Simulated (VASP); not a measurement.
# SnSe (R-3m) in VASP: notebook

Runs on SnSe. Level: LDA. Tasks: electric field gradients.

All numbers are computed with VASP 6.6.1; they aren't measurements. Logs are shortened: lines on timing, memory, paths and dates and some standing lists are left out, and cuts for length are marked.

## 1. The cell of the first run

The structure is trigonal, space group R-3m (No. 166). Conventional cell: a = 4.278 Å, b = 4.278 Å, c = 10.323 Å, α = 90.00°, β = 90.00°, γ = 120.00°. Within 4.0 Å of Sn (site symmetry -3m) lie 6 Se at 3.01 Å. Within 4.0 Å of Se (site symmetry -3m) lie 6 Sn at 3.01 Å.

## 2. Electric field gradients, LDA (equal xy, yz and zx shear strains of -1 %)

Contents of INCAR:

```
SYSTEM = SnSe
ALGO = Normal
EDIFF = 1E-8
ENCUT = 400
GGA = CA
GGA_COMPAT = .False.
ISIF = 2
ISMEAR = -1
LASPH = .True.
LCHARG = .False.
LEFG = .True.
LREAL = .False.
LWAVE = .False.
NBANDS = 17
NELM = 120
PREC = Accurate
SIGMA = 0.02
```

Contents of KPOINTS:

```
k-points
0
Gamma
  9 9 9
  0 0 0
```

Contents of POSCAR:

```
SnSe
1.0
   -0.0301000000      2.9949500000      2.9949500000
    2.9949500000     -0.0301000000      2.9949500000
    2.9949500000      2.9949500000     -0.0301000000
Sn Se
1 1
Direct
    0.0000000000      0.0000000000      0.0000000000
    0.5000000000      0.5000000000      0.5000000000
```

Potentials or basis: VASP PAW LDA potentials, release 64 (Sn_d, Se).

Launch:

```sh
> cat potpaw_LDA.64/Sn_d/POTCAR potpaw_LDA.64/Se/POTCAR > POTCAR
> mpirun -np 1 vasp_std > vasp.out
```

OUTCAR:

```text
SYSTEM = SnSe
   EDIFF = 1E-8
   ENCUT = 400
   GGA = CA
   ISIF = 2
   ISMEAR = -1
   LASPH = .True.
   LREAL = .False.
   NELM = 120
   PREC = Accurate

 ion  position               nearest neighbor table
   1  0.000  0.000  0.000-   2 3.01   2 3.01   2 3.01   2 3.01   2 3.01   2 3.01
   2  0.500  0.500  0.500-   1 3.01   1 3.01   1 3.01   1 3.01   1 3.01   1 3.01

  LATTYP: Found a trigonal (rhomboedric) cell.
 ALAT       =     4.2356058616
 COS(alpha) =     0.4899250057

  Lattice vectors:

 A1 = (  -0.0301000000,   2.9949500000,   2.9949500000)
 A2 = (   2.9949500000,  -0.0301000000,   2.9949500000)
 A3 = (   2.9949500000,   2.9949500000,  -0.0301000000)

Analysis of symmetry for initial positions (statically):
=====================================================================
 Subroutine PRICEL returns:
 Original cell was already a primitive cell.

 Routine SETGRP: Setting up the symmetry group for a
 trigonal (rhombohedral) supercell.

 Subroutine GETGRP returns: Found 12 space group operations
 (whereof 12 operations were pure point group operations)
 out of a pool of 12 trial point group operations.

The static configuration has the point symmetry D_3d.

Analysis of symmetry for dynamics (positions and initial velocities):
=====================================================================
 Subroutine PRICEL returns:
 Original cell was already a primitive cell.

 Routine SETGRP: Setting up the symmetry group for a
 trigonal (rhombohedral) supercell.

 Subroutine GETGRP returns: Found 12 space group operations
 (whereof 12 operations were pure point group operations)
 out of a pool of 12 trial point group operations.

The dynamic configuration has the point symmetry D_3d.

 Subroutine INISYM returns: Found 12 space group operations
 (whereof 12 operations are pure point group operations),
 and found     1 'primitive' translations

----------------------------------------------------------------------------------------

                                     Primitive cell

  volume of cell :      54.5377

  direct lattice vectors                    reciprocal lattice vectors
    -0.030100000  2.994950000  2.994950000    -0.164451744  0.166121305  0.166121305
     2.994950000 -0.030100000  2.994950000     0.166121305 -0.164451744  0.166121305
     2.994950000  2.994950000 -0.030100000     0.166121305  0.166121305 -0.164451744

  length of vectors
     4.235605862  4.235605862  4.235605862     0.286769858  0.286769858  0.286769858

  position of ions in fractional coordinates (direct lattice)
     0.000000000  0.000000000  0.000000000
     0.500000000  0.500000000  0.500000000

  ion indices of the primitive-cell ions
   primitive index   ion index
                 1           1
                 2           2

----------------------------------------------------------------------------------------

 KPOINTS: k-points

Automatic generation of k-mesh.
 Grid dimensions read from file:
 generate k-points for:    9    9    9

 Generating k-lattice:

  Cartesian coordinates                     Fractional coordinates (reciprocal lattice)
    -0.018272416  0.018457923  0.018457923     0.111111111  0.000000000  0.000000000
     0.018457923 -0.018272416  0.018457923     0.000000000  0.111111111  0.000000000
     0.018457923  0.018457923 -0.018272416     0.000000000  0.000000000  0.111111111

  Length of vectors
     0.031863318  0.031863318  0.031863318

  Shift w.r.t. Gamma in fractional coordinates (k-lattice)
     0.000000000  0.000000000  0.000000000

 Subroutine IBZKPT returns following result:
 ===========================================

 Found     85 irreducible k-points:

 Following reciprocal coordinates:
            Coordinates               Weight
  0.000000  0.000000  0.000000      1.000000
  0.111111  0.000000 -0.000000      6.000000
  0.222222  0.000000  0.000000      6.000000
  0.333333 -0.000000 -0.000000      6.000000
  0.444444  0.000000  0.000000      6.000000
  0.111111  0.111111 -0.000000      6.000000
[... 16 lines left out ...]
 -0.333333  0.333333  0.000000      6.000000
  0.444444  0.444444 -0.000000      6.000000
 [... further k-points ...]
   k-points           NKPTS =     85   k-points in BZ     NKDIM =     85   number of bands    NBANDS=     17
   number of dos      NEDOS =    301   number of ions     NIONS =      2
   total plane-waves  NPLWV =  21952
   dimension x,y,z NGX =    28 NGY =   28 NGZ =   28
   dimension x,y,z NGXF=    56 NGYF=   56 NGZF=   56
   ions per type =               1   1
   NGX,Y,Z   is equivalent  to a cutoff of  10.99, 10.99, 10.99 a.u.
   NGXF,Y,Z  is equivalent  to a cutoff of  21.98, 21.98, 21.98 a.u.
 SYSTEM =  SnSe
   PREC   = accura    normal or accurate (medium, high low for compatibility)
   ISTART =      0    job   : 0-new  1-cont  2-samecut
   ICHARG =      2    charge: 1-file 2-atom 10-const
   ISPIN  =      1    spin polarized calculation?
   LNONCOLLINEAR =      F non collinear calculations
   LSORBIT =      F    spin-orbit coupling
   LASPH  =      T    aspherical Exc in radial PAW
   ENCUT  =  400.0 eV  29.40 Ry    5.42 a.u.   6.91  6.91  6.91*2*pi/ulx,y,z
   NELM   =    120;   NELMIN=  2; NELMDL= -5     # of ELM steps
   EDIFF  = 0.1E-07   stopping-criterion for ELM
   LREAL  =      F    real-space projection
   EDIFFG = 0.1E-06   stopping-criterion for IOM
   NSW    =      0    number of steps for IOM
   IBRION =     -1    ionic relax: 0-MD 1-quasi-New 2-CG
   NFREE  =      0    steps in history (QN), initial steepest desc. (CG)
   ISIF   =      2    stress and relaxation
   ISYM   =      2    0-nonsym 1-usesym 2-fastsym
   POTIM  = 0.5000    time-step for ionic-motion
   TEBEG  =    0.0;   TEEND  =   0.0 temperature during run
   PSTRESS=    0.0 pullay stress
   NELECT =      20.0000    total number of electrons
   NUPDOWN=      -1.0000    fix difference up-down
   EMIN   =  10.00;   EMAX   =-10.00  energy-range for DOS
   EFERMI =   0.00;   METHOD = LEGACY
   ISMEAR =    -1;   SIGMA  =   0.02  broadening in eV -4-tet -1-fermi 0-gaus
   EFERMI_NEDOS =   21; number of points for ismear=-14 and -15
   IALGO  =     38    algorithm
   IMIX   =      4    mixing-type and parameters
     AMIX     =   0.40;   BMIX     =  1.00
     AMIX_MAG =   1.60;   BMIX_MAG =  1.00
  volume/ion in A,a.u.               =      27.27       184.02
  Fermi-wavevector in a.u.,A,eV,Ry     =   1.171797  2.214376 18.682287  1.373109
  Thomas-Fermi vector in A             =   2.308236
   LORBIT       =      0    0 simple, 1 ext, 2 COOP (PROOUT), +10 PAW based schemes
   GGA     = CA    functional components
   LHFCALC =     F    Hartree Fock is set to
   AEXX    =    0.0000 exact exchange contribution
   IVDW    =     0    specifies the selected vdW correction
   LEPSILON=     F    determine dielectric tensor
   LRPA    =     F    only Hartree local field effects (RPA)
 non-spin polarized calculation
  energy-cutoff  :      400.00
  volume of cell :       54.54
 maximum number of plane-waves:      1006
   NGX = 13   NGY = 13   NGZ = 13

 number of electron      19.9999999 magnetization

 Free energy of the ion-electron system (eV)
  ---------------------------------------------------
  ext. energy  EPLUGINS =         0.00000000
  ---------------------------------------------------
  free energy    TOTEN  =        -9.46825338 eV

  energy without entropy =       -9.46825328  energy(sigma->0) =       -9.46825333

 E-fermi :   5.5941     XC(G=0):  -9.8816

 val. band max:        5.3511495736   @ k =  -0.3333   0.1111   0.0000
 cond. band min:       5.8233129124   @ k =   0.4444   0.3333   0.3333
 fundamental gap:      0.4721633388
 Fermi energy:         5.5940731488

 k-point     1 :       0.0000    0.0000    0.0000
  band No.  band energies     occupation
      1     -16.0694      2.00000
      2     -16.0694      2.00000
      3     -16.0675      2.00000
      4     -16.0661      2.00000
      5     -16.0661      2.00000
      6      -8.4400      2.00000
[... 9 lines left out ...]
     16      11.4299      0.00000
     17      13.5458      0.00000
[... 441 lines left out ...]
 k-point    24 :       0.4444    0.4444   -0.0000
  band No.  band energies     occupation
      1     -16.0967      2.00000
      2     -16.0736      2.00000
      3     -16.0613      2.00000
      4     -16.0499      2.00000
      5     -16.0489      2.00000
      6      -7.2697      2.00000
[... 9 lines left out ...]
     16      17.0015      0.00000
     17      17.9131      0.00000

 [... further k-points ...]

------------------------ aborting loop because EDIFF is reached ----------------------------------------

  FORCE on cell =-STRESS in cart. coord.  units (eV):
  Direction    XX          YY          ZZ          XY          YZ          ZX
  --------------------------------------------------------------------------------------
  -------------------------------------------------------------------------------------
  Total       -1.0927853     -1.0927853     -1.0927853      0.0674291      0.0674291      0.0674291
  in kB      -32.1032218    -32.1032218    -32.1032218      1.9808935      1.9808935      1.9808935
  external PRESSURE =     -32.1032218 kB  Pullay stress =       0.0000000 kB

 VOLUME and BASIS-vectors are now :
 -----------------------------------------------------------------------------
  energy-cutoff  :      400.00
  volume of cell :       54.54
      direct lattice vectors                 reciprocal lattice vectors
    -0.030100000  2.994950000  2.994950000    -0.164451744  0.166121305  0.166121305
     2.994950000 -0.030100000  2.994950000     0.166121305 -0.164451744  0.166121305
     2.994950000  2.994950000 -0.030100000     0.166121305  0.166121305 -0.164451744

 POSITION                                       TOTAL-FORCE (eV/Angst)
 -----------------------------------------------------------------------------------
      0.00000      0.00000      0.00000        -0.000000      0.000000     -0.000000
      2.97990      2.97990      2.97990         0.000000     -0.000000      0.000000
 -----------------------------------------------------------------------------------
    total drift:                               -0.000000      0.000000      0.000000

  FREE ENERGIE OF THE ION-ELECTRON SYSTEM (eV)
  ---------------------------------------------------
  free  energy   TOTEN  =        -9.4682533762 eV

  energy  without entropy=       -9.4682532774  energy(sigma->0) =       -9.46825333

 Electric field gradients (V/A^2)
---------------------------------------------------------------------
 ion       V_xx      V_yy      V_zz      V_xy      V_xz      V_yz
---------------------------------------------------------------------
   1      -0.000     0.000     0.000     0.140     0.140     0.140
   2       0.000     0.000     0.000    -3.387    -3.387    -3.387
---------------------------------------------------------------------

 Electric field gradients after diagonalization (V/A^2)
 (convention: |V_zz| > |V_xx| > |V_yy|)
----------------------------------------------------------------------
 ion       V_xx      V_yy      V_zz     asymmetry (V_yy - V_xx)/ V_zz
----------------------------------------------------------------------
   1      -0.140    -0.140     0.279       0.000
   2       3.387     3.387    -6.773       0.000
----------------------------------------------------------------------

           NMR quadrupolar parameters

 Cq : quadrupolar parameter    Cq=e*Q*V_zz/h
 eta: asymmetry parameters     (V_yy - V_xx)/ V_zz
 Q  : nuclear electric quadrupole moment in mb (millibarn)
----------------------------------------------------------------------
 ion       Cq(MHz)       eta       Q (mb)
----------------------------------------------------------------------
   1       0.001       0.000       1.000
   2      -0.016       0.000       1.000
----------------------------------------------------------------------
```

It took 46 s on 1 thread of Intel Xeon Platinum 8259CL at 2.50GHz (Skylake/Cascade Lake), shared host; peak memory 0.17 GiB.

Results:

* Free energy: -9.4683 eV
* Pressure: -3.2 GPa
* Band gap on the k mesh: 0.47 eV, indirect (least direct gap 0.56 eV)

Electric field gradients, principal values (V/Å²):
```tsv
atom	least	middle	greatest (by size)
1 Sn	-0.140	-0.140	0.279
2 Se	3.387	3.387	-6.773
```

Caveat: the cell differs from its parent crystal (equal xy, yz and zx shear strains of -1 %); without QUAD_EFG the Cq values of the log hold for a quadrupole moment of 1 mb, not for the nuclei; spin-orbit coupling is left out, which moves the levels of the heavy elements. A k mesh can miss the band edges.

## 3. Electric field gradients, LDA (equal xy, yz and zx shear strains of +2 %)

Contents of INCAR:

```
SYSTEM = SnSe
PREC = Accurate
ENCUT = 400
EDIFF = 1E-8
ISMEAR = -1
SIGMA = 0.02
LREAL = .FALSE.
LASPH = .TRUE.
NELM = 120
ALGO = Normal
ISIF = 2
LWAVE = .FALSE.
LCHARG = .FALSE.
LEFG = .TRUE.
NBANDS = 17
GGA_COMPAT = .FALSE.
```

Contents of KPOINTS:

```
regular mesh
0
G
  9 9 9
  0 0 0
```

Contents of POSCAR:

```
SnSe
1.0
    0.0602000000      3.0401000000      3.0401000000
    3.0401000000      0.0602000000      3.0401000000
    3.0401000000      3.0401000000      0.0602000000
Sn Se
1 1
Direct
    0.0000000000      0.0000000000      0.0000000000
    0.5000000000      0.5000000000      0.5000000000
```

Potentials or basis: VASP PAW LDA potentials, release 64 (Sn_d, Se).

Launch:

```sh
> cat potpaw_LDA.64/Sn_d/POTCAR potpaw_LDA.64/Se/POTCAR > POTCAR
> mpirun -np 1 vasp_std > vasp.out
```

OUTCAR:

```text
SYSTEM = SnSe
   PREC = Accurate
   ENCUT = 400
   EDIFF = 1E-8
   ISMEAR = -1
   LREAL = .FALSE.
   LASPH = .TRUE.
   NELM = 120
   ISIF = 2

 ion  position               nearest neighbor table
   1  0.000  0.000  0.000-   2 3.01   2 3.01   2 3.01   2 3.01   2 3.01   2 3.01
   2  0.500  0.500  0.500-   1 3.01   1 3.01   1 3.01   1 3.01   1 3.01   1 3.01

  LATTYP: Found a trigonal (rhomboedric) cell.
 ALAT       =     4.2997720940
 COS(alpha) =     0.5197000882

  Lattice vectors:

 A1 = (   0.0602000000,   3.0401000000,   3.0401000000)
 A2 = (   3.0401000000,   0.0602000000,   3.0401000000)
[... 692 lines left out ...]
  free  energy   TOTEN  =        -9.4653432780 eV

  energy  without entropy=       -9.4653422611  energy(sigma->0) =       -9.46534277

 Electric field gradients (V/A^2)
---------------------------------------------------------------------
 ion       V_xx      V_yy      V_zz      V_xy      V_xz      V_yz
---------------------------------------------------------------------
   1      -0.000     0.000     0.000    -0.232    -0.232    -0.232
   2       0.000    -0.000    -0.000     6.681     6.681     6.681
---------------------------------------------------------------------

 Electric field gradients after diagonalization (V/A^2)
 (convention: |V_zz| > |V_xx| > |V_yy|)
----------------------------------------------------------------------
 ion       V_xx      V_yy      V_zz     asymmetry (V_yy - V_xx)/ V_zz
----------------------------------------------------------------------
   1       0.232     0.232    -0.465       0.000
   2      -6.681    -6.681    13.361       0.000
----------------------------------------------------------------------

           NMR quadrupolar parameters

 Cq : quadrupolar parameter    Cq=e*Q*V_zz/h
 eta: asymmetry parameters     (V_yy - V_xx)/ V_zz
 Q  : nuclear electric quadrupole moment in mb (millibarn)
----------------------------------------------------------------------
 ion       Cq(MHz)       eta       Q (mb)
----------------------------------------------------------------------
   1      -0.001       0.000       1.000
   2       0.032       0.000       1.000
----------------------------------------------------------------------
```

Wall time 48 s (1 thread of Intel Xeon Platinum 8259CL at 2.50GHz (Skylake/Cascade Lake), shared host); peak memory 0.17 GiB.

What came out:

| Property | Result |
| --- | --- |
| Free energy | -9.4653 eV |
| Pressure | -3.2 GPa |
| Band gap on the k mesh | 0.37 eV, indirect (least direct gap 0.54 eV) |

Stress tensor (GPa, compression positive):
```
-3.21 -0.42 -0.42
-0.42 -3.21 -0.42
-0.42 -0.42 -3.21
```

Levels at points of the mesh, in eV from the valence-band top:
```tsv
k point	band 6	band 7	band 8	band 9	band 10	band 11	band 12	band 13	band 14	band 15
(0.00, 0.00, 0.00)	-13.87	-5.19	-2.33	-2.08	-2.08	4.20	4.20	4.26	5.61	6.00
```

Electric field gradients, principal values (V/Å²):
```tsv
atom	least	middle	greatest (by size)
1 Sn	0.232	0.232	-0.465
2 Se	-6.681	-6.681	13.361
```

Caveat: the cell differs from its parent crystal (equal xy, yz and zx shear strains of +2 %); without QUAD_EFG the Cq values of the log hold for a quadrupole moment of 1 mb, not for the nuclei; spin-orbit coupling is left out, which moves the levels of the heavy elements.
